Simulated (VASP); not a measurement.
Se:

```
Se
1.0
    -1.76004    1.76004    1.76004
     1.76004   -1.76004    1.76004
     1.76004    1.76004   -1.76004
Se
1
Direct
  0.00000 0.00000 0.00000
```

| Quantity | Value |
| --- | --- |
| Program | VASP 6.6.1 |
| Task | relaxation of cell and atoms |
| Functional | r2SCAN |
| Potentials or basis | VASP PAW PBE potentials, release 64 (Se) |
| Cutoff | 600 eV |
| k mesh | 13 × 13 × 13 |
| Occupations | fermi-dirac, width 0.1 eV |
| Spin | no spin polarisation |

At the start: pressure -4.9 GPa; volume 21.81 Å³/atom.

How do energy, volume and symmetry change on relaxing?

Over 3 steps the energy falls by 25.9 meV/atom and the volume is 20.22 Å³/atom (-7.3 %); space group Im-3m (No. 229, to 0.05 Å).

The path:
```tsv
step	energy change (eV)	largest force (eV/Å)	pressure (GPa)	volume (Å³)
1	0.0000	0.0000	-4.87	21.81
2	-0.0235	0.0000	1.80	19.78
3	-0.0259	0.0000	0.01	20.22
```

Final structure:
```cif
data_structure
_symmetry_space_group_name_H-M 'P 1'
_symmetry_Int_Tables_number 1
_cell_length_a 2.9726
_cell_length_b 2.9726
_cell_length_c 2.9726
_cell_angle_alpha 109.471
_cell_angle_beta 109.471
_cell_angle_gamma 109.471
_cell_volume 20.22
loop_
_atom_site_label
_atom_site_type_symbol
_atom_site_fract_x
_atom_site_fract_y
_atom_site_fract_z
_atom_site_occupancy
Se1 Se 0.00000 0.00000 0.00000 1
```

Caveat: the PAW data sets were made with another functional, which shifts forces and pressure a little.
